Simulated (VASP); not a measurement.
GaSb, 2 atoms in the cell. It takes space group F-43m (No. 216, cubic). Conventional cell: a = 6.035 Å, b = 6.035 Å, c = 6.035 Å, α = 90.00°, β = 90.00°, γ = 90.00°. Within 3.4 Å of Sb (site symmetry -43m) lie 4 Ga at 2.61 Å. Ga (site symmetry -43m) has 4 Sb at 2.61 Å within 3.4 Å. 

* Program: VASP 6.6.1
* Task: single point
* Functional: PBE
* Dispersion: D4
* Potentials or basis: VASP PAW PBE potentials, release 64 (Sb, Ga_d)
* Cutoff: 520 eV
* k mesh: 8 × 8 × 8
* Occupations: fermi-dirac, width 0.05 eV
* Spin: no spin polarisation
* Dipole correction: no
* Further INCAR settings: ALGO = Normal; EDIFF = 1e-07; NBANDS = 16

Potentials or basis: VASP PAW PBE potentials, release 64 (Sb, Ga_d).

Launch:

```bash
$ cat potpaw_PBE.64/Sb/POTCAR potpaw_PBE.64/Ga_d/POTCAR > POTCAR
$ mpirun -np 1 vasp_std > vasp.out
```

Hardware: 1 thread of Intel(R) Xeon(R) 6975P-C (Granite Rapids) (shared host).

Question: How long does it take, and how much memory?

Answer: Wall time 12 s on 1 thread of Intel(R) Xeon(R) 6975P-C (Granite Rapids), with other jobs on the host, peak memory 0.18 GiB. Counts: scf iterations 13, k points 29.
